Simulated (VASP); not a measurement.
# B: relaxation of cell and atoms with PBEsol

The system is B.

```xyz
1
Lattice="-1.1789 1.1789 1.1789 1.1789 -1.1789 1.1789 1.1789 1.1789 -1.1789" Properties=species:S:1:pos:R:3 pbc="T T T"
B     0.0000    0.0000    0.0000
```

```yaml
Program: VASP 6.6.1
Task: relaxation of cell and atoms
Functional: PBEsol
Potentials_or_basis: VASP PAW PBE potentials, release 64 (B)
Cutoff: 600 eV
k_mesh: 18 × 18 × 18
Occupations: fermi-dirac, width 0.1 eV
Spin: no spin polarisation
Dipole_correction: no
Further_INCAR_settings: ALGO = Normal; EDIFF = 1e-06; IBRION = 2; EDIFFG = -0.01; NSW = 80; ISIF = 3
```

```yaml
Relaxed_volume: 6.07 Å³/atom
Relaxed_cell: a = 1.991 Å, b = 1.991 Å, c = 1.991 Å, α = 109.47°, β = 109.47°, γ = 109.47°
Space_group_after_relaxing_to_0.05_Å: Im-3m (No. 229)
Energy_gained_by_relaxing: 24.9 meV/atom
Ionic_steps: 3
Pressure_after_relaxing: 0.0 GPa
```

Step by step:
| step | energy change (eV) | largest force (eV/Å) | pressure (GPa) | volume (Å³) |
| --- | --- | --- | --- | --- |
| 1 | 0.0000 | 0.0000 | -15.34 | 6.55 |
| 2 | -0.0237 | 0.0000 | 4.01 | 5.98 |
| 3 | -0.0249 | 0.0000 | 0.04 | 6.07 |

Final structure:
```
B
1.0
    -1.14926    1.14926    1.14926
     1.14926   -1.14926    1.14926
     1.14926    1.14926   -1.14926
B
1
Direct
  0.00000 0.00000 0.00000
```

Levels at points of the mesh, in eV from the Fermi level:
```
           k point  band 1  band 2  band 3  band 4  band 5
(0.00, 0.00, 0.00)  -18.78   15.71   15.71   15.71   34.02
(0.50, 0.00, 0.00)   -9.28   -4.60    8.79   12.75   22.28
(0.50, 0.50, 0.50)    0.39    0.39    0.39   10.20   10.20
```

It took 3.6 s on 1 thread of Intel(R) Xeon(R) Platinum 8488C (Sapphire Rapids) (shared host), peak memory 0.11 GiB.

Caveat: the PAW data sets were made with another functional, which shifts forces and pressure a little.
